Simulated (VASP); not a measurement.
Wanted: the native input for a VASP 6.6.1 run.

| Quantity | Value |
| --- | --- |
| Task | single point |
| Functional | PBEsol |
| Potentials or basis | VASP PAW PBE potentials, release 64 (Al, Ni) |
| Cutoff | 520 eV |
| k mesh | 14 × 14 × 14 |
| Occupations | gaussian, width 0.15 eV |
| Spin | no spin polarisation |
| Dipole correction | no |
| Further INCAR settings | ALGO = Fast; EDIFF = 1e-06; NBANDS = 24 |

The structure of AlNi3 lies in POSCAR:

```
AlNi3
1.0
   -0.0688215184      2.8228389197      2.8228389197
    2.8228389197     -0.0688215184      2.8228389197
    2.8228389197      2.8228389197     -0.0688215184
Al Ni
1 3
Direct
    0.5000000000      0.5000000000      0.5000000000
    0.2500000000      0.2500000000      0.2500000000
    0.0000000000      0.0000000000      0.0000000000
    0.7500000000      0.7500000000      0.7500000000
```

The input as run:

INCAR

```
SYSTEM = AlNi3
ALGO     = Fast           ! electronic algorithm
EDIFF    = 1E-6           ! SCF threshold, eV
ENCUT    = 520            ! plane-wave cutoff, eV
GGA      = PS             ! functional
ISIF     = 2              ! what is computed and relaxed
ISMEAR   = 0              ! smearing method
LASPH    = .TRUE.         ! aspherical terms in the spheres
LCHARG   = .FALSE.        ! write CHGCAR
LREAL    = .FALSE.        ! projectors in reciprocal space
LWAVE    = .FALSE.        ! write WAVECAR
NBANDS   = 24             ! bands
NELM     = 80             ! most SCF steps
PREC     = Accurate       ! precision mode
SIGMA    = 0.15           ! smearing width, eV
```

KPOINTS

```
k-points
0
G
  14 14 14
  0 0 0
```

Potentials or basis: VASP PAW PBE potentials, release 64 (Al, Ni).

Command:

```sh
$ cat potpaw_PBE.64/Al/POTCAR potpaw_PBE.64/Ni/POTCAR > POTCAR
$ mpirun -np 1 vasp_std > vasp.out
```

Results of the run:

```json
{"Pressure": "-10.3 GPa", "Largest force": "0.038 eV/Å", "Band gap on the k mesh": "zero (an odd number of electrons rules out a gap without spin polarisation)"}
```

Caveat: the cell stands under tension; the PAW data sets were made with another functional, which shifts forces and pressure a little.

It took 2.8 min on 1 thread of Intel(R) Xeon(R) 6975P-C (Granite Rapids), with other jobs on the host, peak memory 0.37 GiB.
